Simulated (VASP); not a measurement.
# SnS (Pnma) in VASP: a series of runs

SnS is run at these levels: PBE, LDA; tasks: single point.

All numbers are computed with VASP 6.6.1; they aren't measurements. Logs are shortened: lines on timing, memory, paths and dates and some standing lists are left out, and cuts for length are marked.

**What was measured.**

“Linear dichroism of the optical properties of SnS and SnSe van der Waals crystals”, 2024, arxiv:2409.17412 reports, for a bulk crystal of SnS at 300 K: band gap 1.09 eV (indirect).

The runs below are set against these values where they give the same quantity.

**1. The cell of the first run**

The structure is orthorhombic, space group Pnma (No. 62). The conventional cell has a = 11.446 Å, b = 4.023 Å, c = 4.454 Å, α = 90.00°, β = 90.00°, γ = 90.00°. Sn (site symmetry m) has 6 S at 2.66 to 3.47 Å and 2 Sn at 3.62 Å within 3.7 Å. Within 3.5 Å of S (site symmetry m) lie 6 Sn at 2.66 to 3.47 Å.

**2. Single point, PBE**

INCAR

```
ALGO     = Normal         # electronic algorithm
EDIFF    = 1E-6           # SCF threshold, eV
ENCUT    = 500            # plane-wave cutoff, eV
GGA      = PE             # functional
GGA_COMPAT= False        
ISIF     = 2              # what is computed and relaxed
ISMEAR   = 0              # smearing method
LASPH    = True           # aspherical terms in the spheres
LCHARG   = False          # write CHGCAR
LREAL    = False          # projectors in reciprocal space
LWAVE    = False          # write WAVECAR
NBANDS   = 50             # bands
NELM     = 120            # most SCF steps
PREC     = Accurate       # precision mode
SIGMA    = 0.02           # smearing width, eV
```

KPOINTS

```
k-points
0
Gamma
  4 8 6
```

POSCAR

```
SnS
1.0
   11.4455091838      0.0000000000      0.0000000000
    0.0000000000      4.0232845613      0.0000000000
    0.0000000000      0.0000000000      4.4542011298
Sn S
4 4
Direct
    0.1215423553      0.2500000000      0.1300059211
    0.3784576447      0.7500000000      0.6300059211
    0.6215423553      0.2500000000      0.3699940789
    0.8784576447      0.7500000000      0.8699940789
    0.8498958213      0.2500000000      0.4774431085
    0.6501041787      0.7500000000      0.9774431085
    0.3498958213      0.2500000000      0.0225568915
    0.1501041787      0.7500000000      0.5225568915
```

Potentials or basis: VASP PAW PBE potentials, release 64 (Sn_d, S).

Launch:

```bash
> cat potpaw_PBE.64/Sn_d/POTCAR potpaw_PBE.64/S/POTCAR > POTCAR
> mpirun -np 1 vasp_std > vasp.out
```

OUTCAR:

```text
EDIFF = 1E-6
   ENCUT = 500
   GGA = PE
   ISIF = 2
   ISMEAR = 0
   LASPH = True
   LREAL = False
   NELM = 120
   PREC = Accurate

 ion  position               nearest neighbor table
   1  0.122  0.250  0.130-   7 2.66   8 2.69   8 2.69   4 3.62   4 3.62
   2  0.378  0.750  0.630-   8 2.66   7 2.69   7 2.69   3 3.62   3 3.62
   3  0.622  0.250  0.370-   5 2.66   6 2.69   6 2.69   2 3.62   2 3.62
   4  0.878  0.750  0.870-   6 2.66   5 2.69   5 2.69   1 3.62   1 3.62
   5  0.850  0.250  0.477-   3 2.66   4 2.69   4 2.69
   6  0.650  0.750  0.977-   4 2.66   3 2.69   3 2.69
   7  0.350  0.250  0.023-   1 2.66   2 2.69   2 2.69
   8  0.150  0.750  0.523-   2 2.66   1 2.69   1 2.69

  LATTYP: Found a simple orthorhombic cell.
 ALAT       =     4.0232845613
 B/A-ratio  =     1.1071056650
 C/A-ratio  =     2.8448172157

  Lattice vectors:

 A1 = (   0.0000000000,   4.0232845613,   0.0000000000)
 A2 = (   0.0000000000,   0.0000000000,   4.4542011298)
 A3 = (  11.4455091838,   0.0000000000,   0.0000000000)

Analysis of symmetry for initial positions (statically):
=====================================================================
 Subroutine PRICEL returns:
 Original cell was already a primitive cell.

 Routine SETGRP: Setting up the symmetry group for a
 simple orthorhombic supercell.

 Subroutine GETGRP returns: Found  8 space group operations
 (whereof  2 operations were pure point group operations)
 out of a pool of  8 trial point group operations.

The static configuration has the point symmetry S_2 .
 The point group associated with its full space group is D_2h.

Analysis of symmetry for dynamics (positions and initial velocities):
=====================================================================
 Subroutine PRICEL returns:
 Original cell was already a primitive cell.

 Routine SETGRP: Setting up the symmetry group for a
 simple orthorhombic supercell.

 Subroutine GETGRP returns: Found  8 space group operations
 (whereof  2 operations were pure point group operations)
 out of a pool of  8 trial point group operations.

The dynamic configuration has the point symmetry S_2 .
 The point group associated with its full space group is D_2h.

 Subroutine INISYM returns: Found  8 space group operations
 (whereof  2 operations are pure point group operations),
 and found     1 'primitive' translations

----------------------------------------------------------------------------------------

                                     Primitive cell

  volume of cell :     205.1095

  direct lattice vectors                    reciprocal lattice vectors
    11.445509184  0.000000000  0.000000000     0.087370512  0.000000000  0.000000000
     0.000000000  4.023284561  0.000000000     0.000000000  0.248553137  0.000000000
     0.000000000  0.000000000  4.454201130     0.000000000  0.000000000  0.224507150

  length of vectors
    11.445509184  4.023284561  4.454201130     0.087370512  0.248553137  0.224507150

  position of ions in fractional coordinates (direct lattice)
     0.121542355  0.250000000  0.130005921
     0.378457645  0.750000000  0.630005921
     0.621542355  0.250000000  0.369994079
     0.878457645  0.750000000  0.869994079
     0.849895821  0.250000000  0.477443108
     0.650104179  0.750000000  0.977443108
     0.349895821  0.250000000  0.022556892
     0.150104179  0.750000000  0.522556892

  ion indices of the primitive-cell ions
   primitive index   ion index
                 1           1
                 2           2
                 3           3
                 4           4
                 5           5
                 6           6
                 7           7
                 8           8

----------------------------------------------------------------------------------------

 KPOINTS: k-points

Automatic generation of k-mesh.
 Grid dimensions read from file:
 generate k-points for:    4    8    6

 Generating k-lattice:

  Cartesian coordinates                     Fractional coordinates (reciprocal lattice)
     0.021842628  0.000000000  0.000000000     0.250000000  0.000000000  0.000000000
     0.000000000  0.031069142  0.000000000     0.000000000  0.125000000  0.000000000
     0.000000000  0.000000000  0.037417858     0.000000000  0.000000000  0.166666667

  Length of vectors
     0.021842628  0.031069142  0.037417858

  Shift w.r.t. Gamma in fractional coordinates (k-lattice)
     0.000000000  0.000000000  0.000000000

 Subroutine IBZKPT returns following result:
 ===========================================

 Found     60 irreducible k-points:

 Following reciprocal coordinates:
            Coordinates               Weight
  0.000000  0.000000  0.000000      1.000000
  0.250000  0.000000  0.000000      2.000000
  0.500000  0.000000  0.000000      1.000000
  0.000000  0.125000  0.000000      2.000000
  0.250000  0.125000  0.000000      4.000000
  0.500000  0.125000  0.000000      2.000000
[... 16 lines left out ...]
  0.250000  0.250000  0.166667      8.000000
  0.500000  0.250000  0.166667      4.000000
 [... further k-points ...]
   k-points           NKPTS =     60   k-points in BZ     NKDIM =     60   number of bands    NBANDS=     50
   number of dos      NEDOS =    301   number of ions     NIONS =      8
   total plane-waves  NPLWV =  80640
   dimension x,y,z NGX =    84 NGY =   30 NGZ =   32
   dimension x,y,z NGXF=   168 NGYF=   60 NGZF=   64
   ions per type =               4   4
   NGX,Y,Z   is equivalent  to a cutoff of  12.20, 12.40, 11.94 a.u.
   NGXF,Y,Z  is equivalent  to a cutoff of  24.40, 24.79, 23.89 a.u.
 SYSTEM =  unknown system
   PREC   = accura    normal or accurate (medium, high low for compatibility)
   ISTART =      0    job   : 0-new  1-cont  2-samecut
   ICHARG =      2    charge: 1-file 2-atom 10-const
   ISPIN  =      1    spin polarized calculation?
   LNONCOLLINEAR =      F non collinear calculations
   LSORBIT =      F    spin-orbit coupling
   LASPH  =      T    aspherical Exc in radial PAW
   ENCUT  =  500.0 eV  36.75 Ry    6.06 a.u.  20.87  7.34  8.12*2*pi/ulx,y,z
   NELM   =    120;   NELMIN=  2; NELMDL= -5     # of ELM steps
   EDIFF  = 0.1E-05   stopping-criterion for ELM
   LREAL  =      F    real-space projection
   EDIFFG = 0.1E-04   stopping-criterion for IOM
   NSW    =      0    number of steps for IOM
   IBRION =     -1    ionic relax: 0-MD 1-quasi-New 2-CG
   NFREE  =      0    steps in history (QN), initial steepest desc. (CG)
   ISIF   =      2    stress and relaxation
   ISYM   =      2    0-nonsym 1-usesym 2-fastsym
   POTIM  = 0.5000    time-step for ionic-motion
   TEBEG  =    0.0;   TEEND  =   0.0 temperature during run
   PSTRESS=    0.0 pullay stress
   NELECT =      80.0000    total number of electrons
   NUPDOWN=      -1.0000    fix difference up-down
   EMIN   =  10.00;   EMAX   =-10.00  energy-range for DOS
   EFERMI =   0.00;   METHOD = LEGACY
   ISMEAR =     0;   SIGMA  =   0.02  broadening in eV -4-tet -1-fermi 0-gaus
   EFERMI_NEDOS =   21; number of points for ismear=-14 and -15
   IALGO  =     38    algorithm
   IMIX   =      4    mixing-type and parameters
     AMIX     =   0.40;   BMIX     =  1.00
     AMIX_MAG =   1.60;   BMIX_MAG =  1.00
  volume/ion in A,a.u.               =      25.64       173.02
  Fermi-wavevector in a.u.,A,eV,Ry     =   1.196124  2.260347 19.466032  1.430713
  Thomas-Fermi vector in A             =   2.332072
   LORBIT       =      0    0 simple, 1 ext, 2 COOP (PROOUT), +10 PAW based schemes
   GGA     = PE    functional components
   LHFCALC =     F    Hartree Fock is set to
   AEXX    =    0.0000 exact exchange contribution
   IVDW    =     0    specifies the selected vdW correction
   LEPSILON=     F    determine dielectric tensor
   LRPA    =     F    only Hartree local field effects (RPA)
 non-spin polarized calculation
 Gauss-broadening in eV      SIGMA  =   0.02
  energy-cutoff  :      500.00
  volume of cell :      205.11
 maximum number of plane-waves:      5242
 NGX is ok and might be reduce to    84
   NGX = 41   NGY = 15   NGZ = 17

 number of electron      80.0000034 magnetization

 Free energy of the ion-electron system (eV)
  ---------------------------------------------------
  ext. energy  EPLUGINS =         0.00000000
  ---------------------------------------------------
  free energy    TOTEN  =       -35.46197146 eV

  energy without entropy =      -35.46197146  energy(sigma->0) =      -35.46197146

 E-fermi :   5.5171     XC(G=0):  -9.5602

 val. band max:        5.3822197628   @ k =   0.5000   0.0000   0.5000
 cond. band min:       6.4292833421   @ k =   0.0000   0.3750   0.0000
 fundamental gap:      1.0470635792
 Fermi energy:         5.5170991169

 k-point     1 :       0.0000    0.0000    0.0000
  band No.  band energies     occupation
      1     -15.7107      2.00000
      2     -15.7009      2.00000
      3     -15.6940      2.00000
      4     -15.6899      2.00000
      5     -15.6862      2.00000
      6     -15.6829      2.00000
[... 42 lines left out ...]
     49      10.4798      0.00000
     50      10.8050      0.00000

 k-point     2 :       0.2500    0.0000    0.0000
  band No.  band energies     occupation
      1     -15.7094      2.00000
      2     -15.7027      2.00000
      3     -15.6932      2.00000
      4     -15.6904      2.00000
      5     -15.6860      2.00000
      6     -15.6839      2.00000
[... 42 lines left out ...]
     49      10.5653      0.00000
     50      10.7781      0.00000

 k-point     3 :       0.5000    0.0000    0.0000
  band No.  band energies     occupation
      1     -15.7063      2.00000
      2     -15.7063      2.00000
      3     -15.6917      2.00000
      4     -15.6917      2.00000
      5     -15.6852      2.00000
      6     -15.6852      2.00000
[... 1102 lines left out ...]
     49       9.7554      0.00000
     50      10.2724      0.00000

 k-point    24 :       0.5000    0.2500    0.1667
  band No.  band energies     occupation
      1     -15.6988      2.00000
      2     -15.6988      2.00000
      3     -15.6935      2.00000
      4     -15.6935      2.00000
      5     -15.6839      2.00000
      6     -15.6839      2.00000
[... 42 lines left out ...]
     49       9.9273      0.00000
     50       9.9273      0.00000

 [... further k-points ...]

------------------------ aborting loop because EDIFF is reached ----------------------------------------

  FORCE on cell =-STRESS in cart. coord.  units (eV):
  Direction    XX          YY          ZZ          XY          YZ          ZX
  --------------------------------------------------------------------------------------
  -------------------------------------------------------------------------------------
  Total       -0.0908188     -0.0826318     -0.0496426      0.0000000      0.0000000      0.0000000
  in kB       -0.7094158     -0.6454639     -0.3877746      0.0000000      0.0000000      0.0000000
  external PRESSURE =      -0.5808848 kB  Pullay stress =       0.0000000 kB

 VOLUME and BASIS-vectors are now :
 -----------------------------------------------------------------------------
  energy-cutoff  :      500.00
  volume of cell :      205.11
      direct lattice vectors                 reciprocal lattice vectors
    11.445509184  0.000000000  0.000000000     0.087370512  0.000000000  0.000000000
     0.000000000  4.023284561  0.000000000     0.000000000  0.248553137  0.000000000
     0.000000000  0.000000000  4.454201130     0.000000000  0.000000000  0.224507150

 POSITION                                       TOTAL-FORCE (eV/Angst)
 -----------------------------------------------------------------------------------
      1.39111      1.00582      0.57907        -0.000673      0.000000     -0.004958
      4.33164      3.01746      2.80617         0.000673     -0.000000     -0.004958
      7.11387      1.00582      1.64803        -0.000673     -0.000000      0.004958
     10.05440      3.01746      3.87513         0.000673     -0.000000      0.004958
      9.72749      1.00582      2.12663        -0.000714      0.000000     -0.004881
      7.44077      3.01746      4.35373         0.000714     -0.000000     -0.004881
      4.00474      1.00582      0.10047        -0.000714      0.000000      0.004881
      1.71802      3.01746      2.32757         0.000714     -0.000000      0.004881
 -----------------------------------------------------------------------------------
    total drift:                               -0.000000      0.000000      0.000000

  FREE ENERGIE OF THE ION-ELECTRON SYSTEM (eV)
  ---------------------------------------------------
  free  energy   TOTEN  =       -35.4619714565 eV

  energy  without entropy=      -35.4619714565  energy(sigma->0) =      -35.46197146
```

Wall time 6.5 min (1 thread of Intel Xeon Platinum 8259CL at 2.50GHz (Skylake/Cascade Lake), shared host); peak memory 0.54 GiB.

What came out:

```yaml
Free_energy: -35.4620 eV
Pressure: -0.1 GPa
Largest_force: 0.005 eV/Å
Band_gap_on_the_k_mesh: 1.05 eV (least direct gap 1.33 eV)
```

Forces in eV/Å, atoms in the order of the input:
```
Sn  -0.001  0.000 -0.005
Sn   0.001  0.000 -0.005
Sn  -0.001  0.000  0.005
Sn   0.001  0.000  0.005
S   -0.001  0.000 -0.005
S    0.001  0.000 -0.005
S   -0.001  0.000  0.005
S    0.001  0.000  0.005
```

Caveat: spin-orbit coupling is left out, which moves the levels of the heavy elements.

**3. Single point, LDA**

INCAR

```
PREC     = Accurate       # precision mode
ENCUT    = 500            # plane-wave cutoff, eV
EDIFF    = 1E-6           # SCF threshold, eV
ISMEAR   = 0              # smearing method
SIGMA    = 0.02           # smearing width, eV
LREAL    = False          # projectors in reciprocal space
LASPH    = True           # aspherical terms in the spheres
NELM     = 120            # most SCF steps
ALGO     = Normal         # electronic algorithm
ISIF     = 2              # what is computed and relaxed
LWAVE    = False          # write WAVECAR
LCHARG   = False          # write CHGCAR
NBANDS   = 50             # bands
GGA_COMPAT= False
```

KPOINTS

```
Automatic mesh
0
Gamma
  4 8 6
```

POSCAR

```
SnS
1.0
   11.4455091705      0.0000000000      0.0000000000
    0.0000000000      4.0232845669      0.0000000000
    0.0000000000      0.0000000000      4.4542011089
Sn S
4 4
Direct
    0.1215423555      0.2500000000      0.1300059133
    0.3784576445      0.7500000000      0.6300059133
    0.6215423555      0.2500000000      0.3699940867
    0.8784576445      0.7500000000      0.8699940867
    0.8498958213      0.2500000000      0.4774431144
    0.6501041787      0.7500000000      0.9774431144
    0.3498958213      0.2500000000      0.0225568856
    0.1501041787      0.7500000000      0.5225568856
```

Potentials or basis: VASP PAW LDA potentials, release 64 (Sn_d, S).

Launch:

```bash
> cat potpaw_LDA.64/Sn_d/POTCAR potpaw_LDA.64/S/POTCAR > POTCAR
> mpirun -np 1 vasp_std > vasp.out
```

Wall time 4.8 min (1 thread of Intel Xeon 6975P-C (Granite Rapids), shared host); peak memory 0.5 GiB.

Results (log left out):

```
Free energy            : -40.1952 eV
Pressure               : -4.3 GPa
Largest force          : 0.188 eV/Å
Band gap on the k mesh : 0.98 eV (least direct gap 1.26 eV)
```

Forces in eV/Å, atoms in the order of the input:
```
Sn   0.152  0.000  0.111
Sn  -0.152  0.000  0.111
Sn   0.152  0.000 -0.111
Sn  -0.152  0.000 -0.111
S   -0.089  0.000  0.097
S    0.089  0.000  0.097
S   -0.089  0.000 -0.097
S    0.089  0.000 -0.097
```

Stress tensor (GPa, compression positive):
```
-4.26  0.00  0.00
 0.00 -4.34  0.00
 0.00  0.00 -4.21
```

Levels at points of the mesh, in eV from the valence-band top:
```
           k point  band 37  band 38  band 39  band 40  band 41  band 42  band 43  band 44
(0.00, 0.00, 0.00)    -1.59    -0.98    -0.56    -0.32     1.12     2.99     3.00     3.00
(0.50, 0.00, 0.00)    -1.77    -1.77    -0.40    -0.40     2.68     2.68     2.76     2.76
(0.00, 0.50, 0.00)    -0.82    -0.82    -0.80    -0.80     1.43     1.43     1.58     1.58
(0.50, 0.50, 0.00)    -0.92    -0.92    -0.92    -0.92     1.69     1.69     1.69     1.69
(0.00, 0.00, 0.50)    -0.76    -0.76    -0.03    -0.03     1.57     1.57     2.02     2.02
(0.50, 0.00, 0.50)    -0.56    -0.56    -0.02    -0.02     1.57     1.57     2.02     2.02
(0.00, 0.50, 0.50)    -2.05    -2.05    -1.14    -1.14     2.87     2.87     3.09     3.09
(0.50, 0.50, 0.50)    -1.37    -1.37    -1.37    -1.37     2.80     2.80     2.80     2.80
```

Caveat: the cell stands under tension; spin-orbit coupling is left out, which moves the levels of the heavy elements.

**4. How close it comes**

Step 2. A measured gap of SnS is 1.09 eV (indirect; 300 K; “Linear dichroism of the optical properties of SnS and SnSe van der Waals crystals”, 2024, arxiv:2409.17412); the calculated 1.05 eV misses it by -0.04 eV. 2 values of this kind are on record (1.09 to 1.16 eV); this one was drawn at random. Spin-orbit coupling on Sn is left out. The value is that of PBE on a finite k mesh, which can miss the band edges, without temperature or zero-point motion. Semilocal functionals fall short of measured gaps as a rule.
